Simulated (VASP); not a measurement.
# MnO (P6_3mc) in VASP: notebook

MnO is run at these levels: PBEsol+U, PBE+D3(BJ)+U; tasks: relaxation of shape and atoms at fixed volume.

Program: VASP 6.6.1. These are calculated values, not measurements. Logs are shortened: lines on timing, memory, paths and dates and some standing lists are left out, and cuts for length are marked.

### 1 The cell of the first run

It takes space group P6_3mc (No. 186, hexagonal). Conventional cell: a = 3.421 Å, b = 3.421 Å, c = 5.325 Å, α = 90.00°, β = 90.00°, γ = 120.00°. Mn (site symmetry 3m) has 4 O at 2.06 to 2.08 Å within 2.7 Å. O (site symmetry 3m) has 4 Mn at 2.06 to 2.08 Å within 2.7 Å.

### 2 Relaxation of shape and atoms at fixed volume, PBEsol+U, collinear spin, ferromagnetic start (13.49 Å³/atom)

The input, INCAR:

```
PREC = Accurate
ENCUT = 600
EDIFF = 1E-6
ISMEAR = 0
SIGMA = 0.05
LREAL = F
LASPH = T
NELM = 150
ALGO = Normal
ISIF = 4
LWAVE = F
LCHARG = F
ISPIN = 2
MAGMOM = 4.47 4.47 0.14 0.14
LORBIT = 11
LMAXMIX = 4
LDAU = T
LDAUTYPE = 2
LDAUL = 2 -1
LDAUU = 3.9 0
LDAUJ = 0 0
LDAUPRINT = 1
GGA = PS
IBRION = 2
NSW = 60
EDIFFG = -0.01
```

The input, KPOINTS:

```
regular mesh
0
Gamma
  8 8 4
```

The input, POSCAR:

```
MnO
1.0
    3.4209137466      0.0000000000      0.0000000000
   -1.7104568733      2.9625982087      0.0000000000
    0.0000000000      0.0000000000      5.3252293422
Mn O
2 2
Direct
    0.3333333333      0.6666666667     -0.0017963106
    0.6666666667      0.3333333333      0.4982036894
    0.3333333333      0.6666666667      0.3882263106
    0.6666666667      0.3333333333      0.8882263106
```

Potentials or basis: VASP PAW PBE potentials, release 64 (Mn_pv, O).

Run with:

```
cat potpaw_PBE.64/Mn_pv/POTCAR potpaw_PBE.64/O/POTCAR > POTCAR
mpirun -np 1 vasp_std > vasp.out
```

OUTCAR:

```text
PREC = Accurate
   ENCUT = 600
   EDIFF = 1E-6
   ISMEAR = 0
   LREAL = F
   LASPH = T
   NELM = 150
   ISIF = 4
   ISPIN = 2
   LORBIT = 11
   GGA = PS
   IBRION = 2
   NSW = 60
   EDIFFG = -0.01

 ion  position               nearest neighbor table
   1  0.333  0.667  0.998-   4 2.06   4 2.06   4 2.06   3 2.08
   2  0.667  0.333  0.498-   3 2.06   3 2.06   3 2.06   4 2.08
   3  0.333  0.667  0.388-   2 2.06   2 2.06   2 2.06   1 2.08
   4  0.667  0.333  0.888-   1 2.06   1 2.06   1 2.06   2 2.08

  LATTYP: Found a hexagonal cell.
 ALAT       =     3.4209137466
 C/A-ratio  =     1.5566686963

  Lattice vectors:

 A1 = (   3.4209137466,   0.0000000000,   0.0000000000)
 A2 = (  -1.7104568733,   2.9625982087,   0.0000000000)
 A3 = (   0.0000000000,   0.0000000000,   5.3252293422)

Analysis of symmetry for initial positions (statically):
=====================================================================
 Subroutine PRICEL returns:
 Original cell was already a primitive cell.

 Routine SETGRP: Setting up the symmetry group for a
 hexagonal supercell.

 Subroutine GETGRP returns: Found 12 space group operations
 (whereof  6 operations were pure point group operations)
 out of a pool of 24 trial point group operations.

The static configuration has the point symmetry C_3v.
 The point group associated with its full space group is C_6v.

Analysis of symmetry for dynamics (positions and initial velocities):
=====================================================================
 Subroutine PRICEL returns:
 Original cell was already a primitive cell.

 Routine SETGRP: Setting up the symmetry group for a
 hexagonal supercell.

 Subroutine GETGRP returns: Found 12 space group operations
 (whereof  6 operations were pure point group operations)
 out of a pool of 24 trial point group operations.

The dynamic configuration has the point symmetry C_3v.
 The point group associated with its full space group is C_6v.

Analysis of structural, dynamic, and magnetic symmetry:
=====================================================================
 Subroutine PRICEL returns:
 Original cell was already a primitive cell.

 Routine SETGRP: Setting up the symmetry group for a
 hexagonal supercell.

 Subroutine GETGRP returns: Found 12 space group operations
 (whereof  6 operations were pure point group operations)
 out of a pool of 24 trial point group operations.

The overall configuration has the point symmetry C_3v.
 The point group associated with its full space group is C_6v.

 Subroutine INISYM returns: Found 12 space group operations
 (whereof  6 operations are pure point group operations),
 and found     1 'primitive' translations

----------------------------------------------------------------------------------------

                                     Primitive cell

  volume of cell :      53.9701

  direct lattice vectors                    reciprocal lattice vectors
     3.420913747  0.000000000  0.000000000     0.292319560  0.168770776  0.000000000
    -1.710456873  2.962598209  0.000000000     0.000000000  0.337541553  0.000000000
     0.000000000  0.000000000  5.325229342     0.000000000  0.000000000  0.187785340

  length of vectors
     3.420913747  3.420913747  5.325229342     0.337541553  0.337541553  0.187785340

  position of ions in fractional coordinates (direct lattice)
     0.333333333  0.666666667  0.998203689
     0.666666667  0.333333333  0.498203689
     0.333333333  0.666666667  0.388226311
     0.666666667  0.333333333  0.888226311

  ion indices of the primitive-cell ions
   primitive index   ion index
                 1           1
                 2           2
                 3           3
                 4           4

----------------------------------------------------------------------------------------

 KPOINTS: regular mesh

Automatic generation of k-mesh.
 Grid dimensions read from file:
 generate k-points for:    8    8    4

 Generating k-lattice:

  Cartesian coordinates                     Fractional coordinates (reciprocal lattice)
     0.036539945  0.021096347  0.000000000     0.125000000 -0.000000000  0.000000000
     0.000000000  0.042192694  0.000000000     0.000000000  0.125000000  0.000000000
[... 81 lines left out ...]
  Thomas-Fermi vector in A             =   2.573335
   LORBIT       =     11    0 simple, 1 ext, 2 COOP (PROOUT), +10 PAW based schemes
 LDA+U is selected, type is set to LDAUTYPE =  2
   angular momentum for each species LDAUL =     2   -1
   U (eV)           for each species LDAUU =   3.9  0.0
   J (eV)           for each species LDAUJ =   0.0  0.0
   GGA     = PS    functional components
   LHFCALC =     F    Hartree Fock is set to
   AEXX    =    0.0000 exact exchange contribution
   IVDW    =     0    specifies the selected vdW correction
   LEPSILON=     F    determine dielectric tensor
   LRPA    =     F    only Hartree local field effects (RPA)
 conjugate gradient relaxation of ions
 spin polarized calculation
 Gauss-broadening in eV      SIGMA  =   0.05
  energy-cutoff  :      600.00
  volume of cell :       53.97
 maximum number of plane-waves:      1818
 NGX is ok and might be reduce to    28
   NGX = 13   NGY = 13   NGZ = 21

--------------------------------------- Ionic step        1  -------------------------------------------

 number of electron      38.0000001 magnetization      10.0000217

 number of electron      38.0000001 magnetization       9.9999867

 Free energy of the ion-electron system (eV)
  ---------------------------------------------------
  ext. energy  EPLUGINS =         0.00000000
  ---------------------------------------------------
  free energy    TOTEN  =       -32.21175577 eV

  energy without entropy =      -32.21164425  energy(sigma->0) =      -32.21170001

------------------------ aborting loop because EDIFF is reached ----------------------------------------

  FORCE on cell =-STRESS in cart. coord.  units (eV):
  Direction    XX          YY          ZZ          XY          YZ          ZX
  --------------------------------------------------------------------------------------
  -------------------------------------------------------------------------------------
  Total        0.7543003      0.7543003      0.6120763      0.0000000     -0.0000000      0.0000000
  in kB       22.3924534     22.3924534     18.1703361      0.0000000     -0.0000000      0.0000000
  external PRESSURE =      20.9850809 kB  Pullay stress =       0.0000000 kB
[... 287 lines left out ...]
  FREE ENERGIE OF THE ION-ELECTRON SYSTEM (eV)
  ---------------------------------------------------
  free  energy   TOTEN  =       -32.2141423192 eV

  energy  without entropy=      -32.2140302655  energy(sigma->0) =      -32.21408629

atom =   1  type =  1  l = 2

 onsite density matrix

spin component  1

  0.9490  0.0000  0.0000  0.0016  0.0000
  0.0000  0.9445 -0.0000 -0.0000  0.0016
  0.0000 -0.0000  0.9508 -0.0000 -0.0000
  0.0016 -0.0000 -0.0000  0.9445  0.0000
  0.0000  0.0016 -0.0000  0.0000  0.9490

spin component  2

  0.0519  0.0000  0.0000  0.0150 -0.0000
  0.0000  0.0295 -0.0000 -0.0000  0.0150
  0.0000 -0.0000  0.0654 -0.0000 -0.0000
  0.0150 -0.0000 -0.0000  0.0295 -0.0000
 -0.0000  0.0150 -0.0000 -0.0000  0.0519

 occupancies and eigenvectors

  o =  0.0220  v =  0.0000  0.0000  0.0000  0.0000  0.0000 -0.0000  0.8942 -0.0000  0.0001 -0.4478      0.0000  0.0000  0.0000  0.0000  0.0000  0.0000  0.0000  0.0000  0.0000  0.0000
  o =  0.0220  v =  0.0000  0.0000  0.0000  0.0000  0.0000  0.4478  0.0001 -0.0000 -0.8942 -0.0000      0.0000  0.0000  0.0000  0.0000  0.0000  0.0000  0.0000  0.0000  0.0000  0.0000
  o =  0.0594  v =  0.0000  0.0000  0.0000  0.0000  0.0000 -0.0002 -0.4478 -0.0000 -0.0001 -0.8942      0.0000  0.0000  0.0000  0.0000  0.0000  0.0000  0.0000  0.0000  0.0000  0.0000
  o =  0.0594  v =  0.0000  0.0000  0.0000  0.0000  0.0000  0.8942 -0.0001 -0.0000  0.4478 -0.0002      0.0000  0.0000  0.0000  0.0000  0.0000  0.0000  0.0000  0.0000  0.0000  0.0000
  o =  0.0654  v =  0.0000  0.0000  0.0000  0.0000  0.0000 -0.0000  0.0000 -1.0000 -0.0000  0.0000      0.0000  0.0000  0.0000  0.0000  0.0000  0.0000  0.0000  0.0000  0.0000  0.0000
  o =  0.9440  v =  0.0000 -0.9554  0.0000 -0.0000  0.2953  0.0000  0.0000  0.0000  0.0000  0.0000      0.0000  0.0000  0.0000  0.0000  0.0000  0.0000  0.0000  0.0000  0.0000  0.0000
  o =  0.9440  v = -0.2953  0.0000  0.0000  0.9554  0.0000  0.0000  0.0000  0.0000  0.0000  0.0000      0.0000  0.0000  0.0000  0.0000  0.0000  0.0000  0.0000  0.0000  0.0000  0.0000
  o =  0.9495  v =  0.0000  0.2953  0.0000 -0.0000  0.9554  0.0000  0.0000  0.0000  0.0000  0.0000      0.0000  0.0000  0.0000  0.0000  0.0000  0.0000  0.0000  0.0000  0.0000  0.0000
  o =  0.9495  v = -0.9554 -0.0000 -0.0000 -0.2953 -0.0000  0.0000  0.0000  0.0000  0.0000  0.0000      0.0000  0.0000  0.0000  0.0000  0.0000  0.0000  0.0000  0.0000  0.0000  0.0000
  o =  0.9508  v =  0.0000  0.0000 -1.0000  0.0000  0.0000  0.0000  0.0000  0.0000  0.0000  0.0000      0.0000  0.0000  0.0000  0.0000  0.0000  0.0000  0.0000  0.0000  0.0000  0.0000

atom =   2  type =  1  l = 2

 onsite density matrix

spin component  1

  0.9490  0.0000  0.0000 -0.0016  0.0000
  0.0000  0.9445  0.0000 -0.0000 -0.0016
  0.0000  0.0000  0.9508  0.0000 -0.0000
 -0.0016 -0.0000  0.0000  0.9445 -0.0000
  0.0000 -0.0016 -0.0000 -0.0000  0.9490

spin component  2

  0.0519 -0.0000  0.0000 -0.0150 -0.0000
 -0.0000  0.0295  0.0000 -0.0000 -0.0150
  0.0000  0.0000  0.0654  0.0000 -0.0000
 -0.0150 -0.0000  0.0000  0.0295  0.0000
 -0.0000 -0.0150 -0.0000  0.0000  0.0519

 occupancies and eigenvectors

  o =  0.0220  v =  0.0000  0.0000  0.0000  0.0000  0.0000 -0.0000 -0.8942 -0.0000 -0.0000 -0.4478      0.0000  0.0000  0.0000  0.0000  0.0000  0.0000  0.0000  0.0000  0.0000  0.0000
  o =  0.0220  v =  0.0000  0.0000  0.0000  0.0000  0.0000 -0.4478  0.0000  0.0000 -0.8942  0.0000      0.0000  0.0000  0.0000  0.0000  0.0000  0.0000  0.0000  0.0000  0.0000  0.0000
  o =  0.0594  v =  0.0000  0.0000  0.0000  0.0000  0.0000  0.0002 -0.4478  0.0000 -0.0001  0.8942      0.0000  0.0000  0.0000  0.0000  0.0000  0.0000  0.0000  0.0000  0.0000  0.0000
  o =  0.0594  v =  0.0000  0.0000  0.0000  0.0000  0.0000  0.8942  0.0001 -0.0000 -0.4478 -0.0002      0.0000  0.0000  0.0000  0.0000  0.0000  0.0000  0.0000  0.0000  0.0000  0.0000
  o =  0.0654  v =  0.0000  0.0000  0.0000  0.0000  0.0000  0.0000  0.0000  1.0000 -0.0000 -0.0000      0.0000  0.0000  0.0000  0.0000  0.0000  0.0000  0.0000  0.0000  0.0000  0.0000
  o =  0.9440  v =  0.0000  0.9554  0.0000  0.0000  0.2953  0.0000  0.0000  0.0000  0.0000  0.0000      0.0000  0.0000  0.0000  0.0000  0.0000  0.0000  0.0000  0.0000  0.0000  0.0000
  o =  0.9440  v = -0.2953  0.0000  0.0000 -0.9554  0.0000  0.0000  0.0000  0.0000  0.0000  0.0000      0.0000  0.0000  0.0000  0.0000  0.0000  0.0000  0.0000  0.0000  0.0000  0.0000
  o =  0.9495  v =  0.0000 -0.2953  0.0000  0.0000  0.9554  0.0000  0.0000  0.0000  0.0000  0.0000      0.0000  0.0000  0.0000  0.0000  0.0000  0.0000  0.0000  0.0000  0.0000  0.0000
  o =  0.9495  v = -0.9554 -0.0000 -0.0000  0.2953 -0.0000  0.0000  0.0000  0.0000  0.0000  0.0000      0.0000  0.0000  0.0000  0.0000  0.0000  0.0000  0.0000  0.0000  0.0000  0.0000
  o =  0.9508  v =  0.0000  0.0000  1.0000  0.0000 -0.0000  0.0000  0.0000  0.0000  0.0000  0.0000      0.0000  0.0000  0.0000  0.0000  0.0000  0.0000  0.0000  0.0000  0.0000  0.0000

--------------------------------------- Ionic step        9  -------------------------------------------

 number of electron      38.0000010 magnetization      10.0000004

 Free energy of the ion-electron system (eV)
  ---------------------------------------------------
  ext. energy  EPLUGINS =         0.00000000
  ---------------------------------------------------
  free energy    TOTEN  =       -32.21421219 eV

  energy without entropy =      -32.21409990  energy(sigma->0) =      -32.21415604

 E-fermi :   4.8707     XC(G=0): -10.6925

 val. band max:        4.8704970698   @ k =   0.0000   0.0000   0.0000
 cond. band min:       5.3169629914   @ k =   0.0000   0.0000   0.2500
 fundamental gap:      0.4464659217
 Fermi energy:         4.8706961972

 spin component 1

 k-point     1 :       0.0000    0.0000    0.0000
  band No.  band energies     occupation
      1     -44.8218      1.00000
      2     -44.7845      1.00000
      3     -44.7614      1.00000
      4     -44.7614      1.00000
      5     -44.7542      1.00000
      6     -44.7542      1.00000
[... 1514 lines left out ...]
  FREE ENERGIE OF THE ION-ELECTRON SYSTEM (eV)
  ---------------------------------------------------
  free  energy   TOTEN  =       -32.2142121882 eV

  energy  without entropy=      -32.2140999002  energy(sigma->0) =      -32.21415604

 reached required accuracy - stopping structural energy minimisation

 total charge

# of ion       s       p       d       tot
------------------------------------------
    1        0.239   6.223   4.945  11.407
    2        0.239   6.223   4.945  11.407
    3        1.544   3.453   0.000   4.997
    4        1.544   3.453   0.000   4.997
--------------------------------------------------
tot          3.566  19.352   9.890  32.808

 magnetization (x)

# of ion       s       p       d       tot
------------------------------------------
    1        0.036   0.053   4.499   4.588
    2        0.036   0.053   4.499   4.588
    3        0.013   0.093   0.000   0.106
    4        0.013   0.093   0.000   0.106
--------------------------------------------------
tot          0.099   0.291   8.999   9.389
```

Wall time 5.2 min (1 thread of Intel Xeon Platinum 8559C (Emerald Rapids), shared host); peak memory 0.26 GiB.

Results:

| Quantity | Value |
| --- | --- |
| Free energy | -32.2142 eV |
| Energy gained by relaxing | 0.6 meV/atom |
| Ionic steps | 9 |
| Pressure after relaxing | 1.6 GPa |
| Band gap on the k mesh | zero (filled and empty bands touch) |
| Net moment | 10.00 μB per cell |
| Site moments | Mn +4.59; O +0.11 μB |
| Valence electrons inside the program's atomic spheres | Mn 11.41; O 5.00 |

Step by step:
| step | energy change (eV) | largest force (eV/Å) | pressure (GPa) | volume (Å³) |
| --- | --- | --- | --- | --- |
| 1 | 0.0000 | 0.0208 | 2.10 | 53.97 |
| 2 | -0.0002 | 0.0252 | 2.11 | 53.97 |
| 3 | -0.0008 | 0.0384 | 2.05 | 53.97 |
| 4 | -0.0011 | 0.0693 | 1.91 | 53.97 |
| 5 | -0.0012 | 0.0677 | 1.91 | 53.97 |
| 6 | -0.0015 | 0.0583 | 1.88 | 53.97 |
| 7 | -0.0019 | 0.0425 | 1.81 | 53.97 |
| 8 | -0.0024 | 0.0127 | 1.69 | 53.97 |
| 9 | -0.0025 | 0.0011 | 1.60 | 53.97 |

Final structure:
```xyz
4
Lattice="3.4564 0.0000 0.0000 -1.7282 2.9933 0.0000 0.0000 0.0000 5.2165" Properties=species:S:1:pos:R:3 pbc="T T T"
Mn    0.0000    1.9955    5.1795
Mn    1.7282    0.9978    2.5712
O     0.0000    1.9955    2.0529
O     1.7282    0.9978    4.6612
```

Eigenvalues of the final occupation matrices:
| site | spin | trace | eigenvalues |
| --- | --- | --- | --- |
| site 1 d | 1 | 4.74 | 0.94 0.94 0.95 0.95 0.95 |
| site 1 d | 2 | 0.23 | 0.02 0.02 0.06 0.06 0.07 |
| site 2 d | 1 | 4.74 | 0.94 0.94 0.95 0.95 0.95 |
| site 2 d | 2 | 0.23 | 0.02 0.02 0.06 0.06 0.07 |

Caveat: the PAW data sets were made with another functional, which shifts forces and pressure a little; only a ferromagnetic start was run, and an antiferromagnetic order may lie lower in energy.

### 3 Relaxation of shape and atoms at fixed volume, PBE+D3(BJ)+U, collinear spin, ferromagnetic start (13.72 Å³/atom)

This run uses another cell than the first one, of 13.72 Å³/atom.

The input, INCAR:

```
PREC = Accurate ; ENCUT = 600
EDIFF = 1E-7 ; ISMEAR = 0
SIGMA = 0.05 ; LREAL = False
LASPH = True ; NELM = 150
ALGO = Normal ; ISIF = 4
LWAVE = False ; LCHARG = False
ISPIN = 2 ; MAGMOM = 4.5 4.5 0.14 0.14
LORBIT = 11 ; LMAXMIX = 4
LDAU = True ; LDAUTYPE = 2
LDAUL = 2 -1 ; LDAUU = 3.9 0
LDAUJ = 0 0 ; LDAUPRINT = 1
GGA = PE ; IVDW = 12
IBRION = 2 ; NSW = 60
EDIFFG = -0.01
```

The input, KPOINTS:

```
Automatic mesh
0
Gamma
  8 8 4
```

The input, POSCAR:

```
MnO
1.0
    3.4362703822      0.0000000000      0.0000000000
   -1.7181351911      2.9758974452      0.0000000000
    0.0000000000      0.0000000000      5.3673380126
Mn O
2 2
Direct
    0.3333333333      0.6666666667     -0.0013535476
    0.6666666667      0.3333333333      0.4986464524
    0.3333333333      0.6666666667      0.3877835476
    0.6666666667      0.3333333333      0.8877835476
```

Potentials or basis: VASP PAW PBE potentials, release 64 (Mn_pv, O).

Run with:

```
cat potpaw_PBE.64/Mn_pv/POTCAR potpaw_PBE.64/O/POTCAR > POTCAR
mpirun -np 1 vasp_std > vasp.out
```

Wall time 4.1 min (1 thread of Intel Xeon 6975P-C (Granite Rapids), shared host); peak memory 0.27 GiB.

The run converged. Its results:

```yaml
Free_energy: -31.8189 eV
Energy_gained_by_relaxing: 0.6 meV/atom
Ionic_steps: 9
Pressure_after_relaxing: 1.5 GPa
Largest_force_after_relaxing: 0.004 eV/Å
Band_gap_on_the_k_mesh: zero (filled and empty bands touch)
Net_moment: 10.00 μB per cell
Site_moments: Mn +4.60; O +0.11 μB
Valence_electrons_inside_the_program's_atomic_spheres: Mn 11.39; O 5.01
Dispersion_energy_per_atom: -0.246 eV
```

Forces in eV/Å, atoms in the order of the input:
```
Mn   0.000  0.000  0.004
Mn   0.000  0.000  0.004
O    0.000  0.000 -0.004
O    0.000  0.000 -0.004
```

Stress tensor (GPa, compression positive):
```
1.49 0.00 0.00
0.00 1.49 0.00
0.00 0.00 1.39
```

The path:
```
step  energy change (eV)  largest force (eV/Å)  pressure (GPa)  volume (Å³)
   1              0.0000                0.0166            1.91        54.89
   2             -0.0003                0.0264            1.90        54.89
   3             -0.0006                0.0582            1.84        54.89
   4             -0.0007                0.0547            1.83        54.89
   5             -0.0011                0.0453            1.80        54.89
   6             -0.0017                0.0275            1.73        54.89
   7             -0.0022                0.0045            1.58        54.89
   8             -0.0023                0.0161            1.52        54.89
   9             -0.0024                0.0035            1.46        54.89
```

Final structure:
```yaml
crystal:
  lattice:
    - [3.46984, 0.00000, 0.00000]
    - [-1.73492, 3.00497, 0.00000]
    - [0.00000, 0.00000, 5.26400]
  atoms:
    - { symbol: Mn, position: [0.33333, 0.66667, 0.99362] }
    - { symbol: Mn, position: [0.66667, 0.33333, 0.49362] }
    - { symbol: O, position: [0.33333, 0.66667, 0.39281] }
    - { symbol: O, position: [0.66667, 0.33333, 0.89281] }
```

Levels at points of the mesh, in eV from the Fermi level:
Spin up:
```tsv
k point	band 20	band 21	band 22	band 23	band 24	band 25	band 26	band 27	band 28
(0.00, 0.00, 0.00)	-0.72	-0.72	-0.70	-0.40	0.00	0.00	4.41	6.52	11.49
(0.50, 0.00, 0.00)	-2.95	-2.42	-2.34	-1.12	-1.09	4.68	4.99	6.67	7.85
(0.00, 0.00, 0.50)	-1.77	-0.36	-0.36	-0.36	-0.36	2.07	2.07	9.33	9.33
(0.50, 0.00, 0.50)	-3.01	-1.63	-1.63	-1.19	-1.19	4.51	4.51	6.92	6.92
```
Spin down:
| k point | band 11 | band 12 | band 13 | band 14 | band 15 | band 16 | band 17 | band 18 |
| --- | --- | --- | --- | --- | --- | --- | --- | --- |
| (0.00, 0.00, 0.00) | -3.76 | -3.71 | -3.71 | -3.21 | 0.64 | 3.51 | 3.51 | 3.89 |
| (0.50, 0.00, 0.00) | -4.12 | -3.76 | -3.48 | -3.47 | 2.30 | 2.95 | 3.28 | 3.71 |
| (0.00, 0.00, 0.50) | -3.74 | -3.74 | -3.74 | -3.74 | 2.80 | 2.80 | 4.10 | 4.10 |
| (0.50, 0.00, 0.50) | -3.62 | -3.62 | -3.56 | -3.56 | 2.91 | 2.91 | 4.00 | 4.00 |

Eigenvalues of the final occupation matrices:
| site | spin | trace | eigenvalues |
| --- | --- | --- | --- |
| site 1 d | 1 | 4.74 | 0.94 0.94 0.95 0.95 0.95 |
| site 1 d | 2 | 0.22 | 0.02 0.02 0.06 0.06 0.06 |
| site 2 d | 1 | 4.74 | 0.94 0.94 0.95 0.95 0.95 |
| site 2 d | 2 | 0.22 | 0.02 0.02 0.06 0.06 0.06 |

Caveat: only a ferromagnetic start was run, and an antiferromagnetic order may lie lower in energy. The state reached can hang on the start; a lower one may exist.
